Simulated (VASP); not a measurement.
# Te3P (P1) in VASP: single point with PBE

Aim: the single point of Te3P with PBE.

Everything below comes from runs of VASP 6.6.1. Logs are shortened: lines on timing, memory, paths and dates and some standing lists are left out, and cuts for length are marked.

## Step 1: The cell of the first run

The typed cell holds 16 atoms: a = 5.839 Å, b = 8.874 Å, c = 8.874 Å, α = 96.21°, β = 109.21°, γ = 70.79°.

## Step 2: Single point, PBE

The input, INCAR:

```
PREC = Accurate ; ENCUT = 400
EDIFF = 1E-6 ; ISMEAR = 0
SIGMA = 0.1 ; LREAL = F
LASPH = T ; NELM = 120
ALGO = Normal ; ISIF = 2
LWAVE = F ; LCHARG = F
GGA = PE ; NBANDS = 60
GGA_COMPAT = F
```

The input, KPOINTS:

```
Automatic mesh
0
Gamma
  3 2 2
```

The input, POSCAR:

```
Te3P
1.0
    0.0000000000      0.0000000000      5.8386940000
    5.9254040000     -5.9254040000      2.9193470000
    5.9254040000      5.9254040000     -2.9193470000
Te P
12 4
Direct
    0.3550807584     -0.0043166677      0.1774064688
    0.6350779096      0.1908558471      0.0066076507
    0.1755149957      0.0012529947      0.8144613431
    0.8205966850      0.8168534162     -0.0019896534
    0.5759297301      0.0001637019      0.6018830108
    0.4352462127      0.5959513478     -0.0041974353
    0.9719703993     -0.0051824314      0.4068291377
    0.0376228887      0.4030838235     -0.0030177689
    0.4980524471      0.3531087501      0.3565262385
    0.1586052081      0.3539949344      0.6555223914
    0.4961838131      0.6428649422      0.6361540074
    0.8479944762      0.6488352524      0.3539382294
   -0.0024790549      0.2930656711      0.2785677567
    0.7046184900      0.2898289298      0.7148375874
    0.0082187780      0.7190242218      0.7149893914
    0.2571959572      0.7085208874      0.2910951726
```

Potentials or basis: VASP PAW PBE potentials, release 64 (Te, P).

Launch:

```sh
$ cat potpaw_PBE.64/Te/POTCAR potpaw_PBE.64/P/POTCAR > POTCAR
$ mpirun -np 1 vasp_std > vasp.out
```

OUTCAR:

```text
PREC = Accurate
   ENCUT = 400
   EDIFF = 1E-6
   ISMEAR = 0
   LREAL = F
   LASPH = T
   NELM = 120
   ISIF = 2
   GGA = PE

 ion  position               nearest neighbor table
   1  0.355  0.996  0.177-  13 3.04   3 3.04  16 3.12   4 3.45   2 3.47   7 3.49   7 3.50  12 3.53
                             5 3.56   9 3.61   6 3.68
   2  0.635  0.191  0.007-  13 2.92  14 3.01   4 3.13   8 3.35   6 3.40   1 3.47   8 3.49  10 3.49
                             9 3.50   3 3.50
   3  0.176  0.001  0.814-  15 2.93  14 3.03   1 3.04   5 3.39   7 3.42   5 3.45   4 3.46   2 3.50
                            10 3.53  11 3.61
   4  0.821  0.817  0.998-  16 2.96  15 3.00   2 3.13   6 3.43   1 3.45   3 3.46   8 3.47   6 3.48
                            12 3.57  11 3.62   5 3.67
   5  0.576  0.000  0.602-  15 2.89  14 2.90   7 3.30  10 3.38   3 3.39   7 3.39  11 3.41   3 3.45
                             1 3.56   4 3.67
   6  0.435  0.596  0.996-  15 2.89  16 3.08   8 3.31   8 3.36  12 3.39   2 3.40  11 3.41   4 3.43
                             4 3.48   1 3.68
   7  0.972  0.995  0.407-  16 2.84  13 3.06   5 3.30  12 3.33   5 3.39   9 3.42   3 3.42   1 3.49
                             1 3.50
   8  0.038  0.403  0.997-  13 2.88  14 2.93  10 3.28   6 3.31   2 3.35   6 3.36   9 3.39   4 3.47
                             2 3.49
   9  0.498  0.353  0.357-  13 2.99  16 3.03  14 3.05  13 3.08  11 3.37   8 3.39   7 3.42   2 3.50
[... 11 lines left out ...]
  15  0.008  0.719  0.715-   6 2.89   5 2.89   3 2.93   4 3.00  11 3.00  12 3.08  10 3.10  11 3.12

  16  0.257  0.709  0.291-   7 2.84  12 2.84  11 2.95   4 2.96   9 3.03   6 3.08   1 3.12  12 3.18

  LATTYP: Found a body centered tetragonal cell.
 ALAT       =    11.8508080000
 C/A-ratio  =     0.4926831993

  Lattice vectors:

 A1 = (   5.9254040000,  -5.9254040000,  -2.9193470000)
 A2 = (  -5.9254040000,   5.9254040000,  -2.9193470000)
 A3 = (   5.9254040000,   5.9254040000,   2.9193470000)

Analysis of symmetry for initial positions (statically):
=====================================================================
 Subroutine PRICEL returns:
 Original cell was already a primitive cell.

 Routine SETGRP: Setting up the symmetry group for a
 body centered tetragonal supercell.

 Subroutine GETGRP returns: Found  1 space group operations
 (whereof  1 operations were pure point group operations)
 out of a pool of 16 trial point group operations.

The static configuration has the point symmetry C_1 .

Analysis of symmetry for dynamics (positions and initial velocities):
=====================================================================
 Subroutine PRICEL returns:
 Original cell was already a primitive cell.

 Routine SETGRP: Setting up the symmetry group for a
 body centered tetragonal supercell.

 Subroutine GETGRP returns: Found  1 space group operations
 (whereof  1 operations were pure point group operations)
 out of a pool of 16 trial point group operations.

The dynamic configuration has the point symmetry C_1 .

 Subroutine INISYM returns: Found  1 space group operations
 (whereof  1 operations are pure point group operations),
 and found     1 'primitive' translations

----------------------------------------------------------------------------------------

                                     Primitive cell

  volume of cell :     409.9979

  direct lattice vectors                    reciprocal lattice vectors
     0.000000000  0.000000000  5.838694000     0.000000000  0.084382432  0.171271178
     5.925404000 -5.925404000  2.919347000     0.084382432 -0.084382432  0.000000000
     5.925404000  5.925404000 -2.919347000     0.084382432  0.084382432  0.000000000

  length of vectors
     5.838694000  8.873748477  8.873748477     0.190929860  0.119334780  0.119334780

  position of ions in fractional coordinates (direct lattice)
     0.355080758  0.995683332  0.177406469
     0.635077910  0.190855847  0.006607651
     0.175514996  0.001252995  0.814461343
     0.820596685  0.816853416  0.998010347
     0.575929730  0.000163702  0.601883011
     0.435246213  0.595951348  0.995802565
[... 8 lines left out ...]
     0.008218778  0.719024222  0.714989391
     0.257195957  0.708520887  0.291095173

  ion indices of the primitive-cell ions
   primitive index   ion index
                 1           1
                 2           2
                 3           3
[... 45 lines left out ...]
|     classes:                                                                |
|                                                                             |
|        The reciprocal lattice is body-centered tetragonal,                  |
|        whereas your k-lattice is base-centered monoclinic.                  |
|                                                                             |
|     Results are often still useful ...                                      |
|                                                                             |
 -----------------------------------------------------------------------------

 WARNING: IBZKPT: internal override: KBLOWUP is changed to .FALSE.
      ... skipping the blow-up phase ...

 Subroutine IBZKPT returns following result:
 ===========================================

 Found      8 irreducible k-points:

 Following reciprocal coordinates:
            Coordinates               Weight
  0.000000  0.000000  0.000000      1.000000
  0.333333 -0.000000  0.000000      2.000000
  0.000000  0.500000  0.000000      1.000000
  0.333333  0.500000  0.000000      2.000000
  0.000000  0.000000  0.500000      1.000000
  0.333333 -0.000000  0.500000      2.000000
  0.000000  0.500000  0.500000      1.000000
  0.333333  0.500000  0.500000      2.000000
   k-points           NKPTS =      8   k-points in BZ     NKDIM =      8   number of bands    NBANDS=     60
   number of dos      NEDOS =    301   number of ions     NIONS =     16
   total plane-waves  NPLWV = 144000
   dimension x,y,z NGX =    40 NGY =   60 NGZ =   60
   dimension x,y,z NGXF=    80 NGYF=  120 NGZF=  120
   ions per type =              12   4
   NGX,Y,Z   is equivalent  to a cutoff of  11.39, 11.24, 11.24 a.u.
   NGXF,Y,Z  is equivalent  to a cutoff of  22.78, 22.48, 22.48 a.u.
 SYSTEM =  unknown system
   PREC   = accura    normal or accurate (medium, high low for compatibility)
   ISTART =      0    job   : 0-new  1-cont  2-samecut
   ICHARG =      2    charge: 1-file 2-atom 10-const
   ISPIN  =      1    spin polarized calculation?
   LNONCOLLINEAR =      F non collinear calculations
   LSORBIT =      F    spin-orbit coupling
   LASPH  =      T    aspherical Exc in radial PAW
   ENCUT  =  400.0 eV  29.40 Ry    5.42 a.u.   9.52 14.47 14.47*2*pi/ulx,y,z
   NELM   =    120;   NELMIN=  2; NELMDL= -5     # of ELM steps
   EDIFF  = 0.1E-05   stopping-criterion for ELM
   LREAL  =      F    real-space projection
   EDIFFG = 0.1E-04   stopping-criterion for IOM
   NSW    =      0    number of steps for IOM
   IBRION =     -1    ionic relax: 0-MD 1-quasi-New 2-CG
   NFREE  =      0    steps in history (QN), initial steepest desc. (CG)
   ISIF   =      2    stress and relaxation
   ISYM   =      2    0-nonsym 1-usesym 2-fastsym
   POTIM  = 0.5000    time-step for ionic-motion
   TEBEG  =    0.0;   TEEND  =   0.0 temperature during run
   PSTRESS=    0.0 pullay stress
   NELECT =      92.0000    total number of electrons
   NUPDOWN=      -1.0000    fix difference up-down
   EMIN   =  10.00;   EMAX   =-10.00  energy-range for DOS
   EFERMI =   0.00;   METHOD = LEGACY
   ISMEAR =     0;   SIGMA  =   0.10  broadening in eV -4-tet -1-fermi 0-gaus
   EFERMI_NEDOS =   21; number of points for ismear=-14 and -15
   IALGO  =     38    algorithm
   IMIX   =      4    mixing-type and parameters
     AMIX     =   0.40;   BMIX     =  1.00
     AMIX_MAG =   1.60;   BMIX_MAG =  1.00
  volume/ion in A,a.u.               =      25.62       172.93
  Fermi-wavevector in a.u.,A,eV,Ry     =   0.994818  1.879933 13.465176  0.989663
  Thomas-Fermi vector in A             =   2.126795
   LORBIT       =      0    0 simple, 1 ext, 2 COOP (PROOUT), +10 PAW based schemes
   GGA     = PE    functional components
   LHFCALC =     F    Hartree Fock is set to
   AEXX    =    0.0000 exact exchange contribution
   IVDW    =     0    specifies the selected vdW correction
   LEPSILON=     F    determine dielectric tensor
   LRPA    =     F    only Hartree local field effects (RPA)
 non-spin polarized calculation
 Gauss-broadening in eV      SIGMA  =   0.10
  energy-cutoff  :      400.00
  volume of cell :      410.00
 maximum number of plane-waves:      7497
 NGX is ok and might be reduce to    40
   NGX = 19   NGY = 29   NGZ = 29

 number of electron      92.0000000 magnetization

 Free energy of the ion-electron system (eV)
  ---------------------------------------------------
  ext. energy  EPLUGINS =         0.00000000
  ---------------------------------------------------
  free energy    TOTEN  =       -51.31438364 eV

  energy without entropy =      -51.23360802  energy(sigma->0) =      -51.27399583

 E-fermi :   7.7744     XC(G=0): -10.1739

 val. band max:        7.7647060953   @ k =   0.0000   0.5000   0.5000
 cond. band min:       7.7878424729   @ k =   0.0000   0.0000   0.0000
 fundamental gap:      0.0231363776
 Fermi energy:         7.7743533647

 k-point     1 :       0.0000    0.0000    0.0000
  band No.  band energies     occupation
      1      -6.2950      2.00000
      2      -4.6820      2.00000
      3      -4.5880      2.00000
      4      -4.3882      2.00000
      5      -4.3792      2.00000
      6      -3.1990      2.00000
[... 477 lines left out ...]
     57       9.4014      0.00000
     58       9.6343      0.00000
 [bands above 58 left out]

------------------------ aborting loop because EDIFF is reached ----------------------------------------

  FORCE on cell =-STRESS in cart. coord.  units (eV):
  Direction    XX          YY          ZZ          XY          YZ          ZX
  --------------------------------------------------------------------------------------
  -------------------------------------------------------------------------------------
  Total       -1.9895447     -0.7299499      0.1615638     -0.2672655     -2.1664559      0.1268756
  in kB       -7.7746819     -2.8524758      0.6313541     -1.0444121     -8.4660103      0.4958004
  external PRESSURE =      -3.3319345 kB  Pullay stress =       0.0000000 kB

 VOLUME and BASIS-vectors are now :
 -----------------------------------------------------------------------------
  energy-cutoff  :      400.00
  volume of cell :      410.00
      direct lattice vectors                 reciprocal lattice vectors
     0.000000000  0.000000000  5.838694000     0.000000000  0.084382432  0.171271178
     5.925404000 -5.925404000  2.919347000     0.084382432 -0.084382432  0.000000000
     5.925404000  5.925404000 -2.919347000     0.084382432  0.084382432  0.000000000

 POSITION                                       TOTAL-FORCE (eV/Angst)
 -----------------------------------------------------------------------------------
      6.95103     -4.84862      4.46204        -0.059246     -0.216285     -0.235185
      1.17005     -1.09174      4.24591        -0.063062      0.130530      0.317203
      4.83344      4.81859     -1.34926         0.012511      0.174679     -0.254935
     10.75380      1.07343      4.26235        -0.007409     -0.124738      0.437165
      3.56737      3.56543      1.60605        -0.204349     -0.226058      0.136299
      9.43179      2.36928      1.37397        -0.201840      0.163845     -0.015103
[... 8 lines left out ...]
      8.49711     -0.02391      0.05977         0.502518      0.047274      0.126431
      5.92313     -2.47342      2.72030         0.174700     -0.095408     -0.680450
 -----------------------------------------------------------------------------------
    total drift:                                0.000203      0.000073     -0.000290

  FREE ENERGIE OF THE ION-ELECTRON SYSTEM (eV)
  ---------------------------------------------------
  free  energy   TOTEN  =       -51.3143836434 eV

  energy  without entropy=      -51.2336080228  energy(sigma->0) =      -51.27399583
```

It took 1.9 min on 1 thread of Intel Xeon 6975P-C (Granite Rapids), shared host; peak memory 0.38 GiB.

What came out:

```
Free energy            : -51.3144 eV
Pressure               : -0.3 GPa
Largest force          : 0.709 eV/Å
Band gap on the k mesh : zero (bands 46 and 47 overlap by 0.24 eV)
```

Forces on the atoms (eV/Å):
```
Te  -0.059 -0.216 -0.235
Te  -0.063  0.131  0.317
Te   0.013  0.175 -0.255
Te  -0.007 -0.125  0.437
Te  -0.204 -0.226  0.136
Te  -0.202  0.164 -0.015
Te   0.239  0.140  0.122
Te   0.337 -0.189 -0.142
Te   0.571  0.076 -0.024
Te   0.012 -0.611 -0.045
Te  -0.645  0.023  0.020
Te  -0.172  0.634  0.215
P   -0.378 -0.242  0.275
P   -0.118  0.315 -0.254
P    0.503  0.047  0.126
P    0.175 -0.095 -0.680
```

Caveat: the k points lie up to 0.40 Å⁻¹ apart; spin-orbit coupling is left out, which moves the levels of the heavy elements.
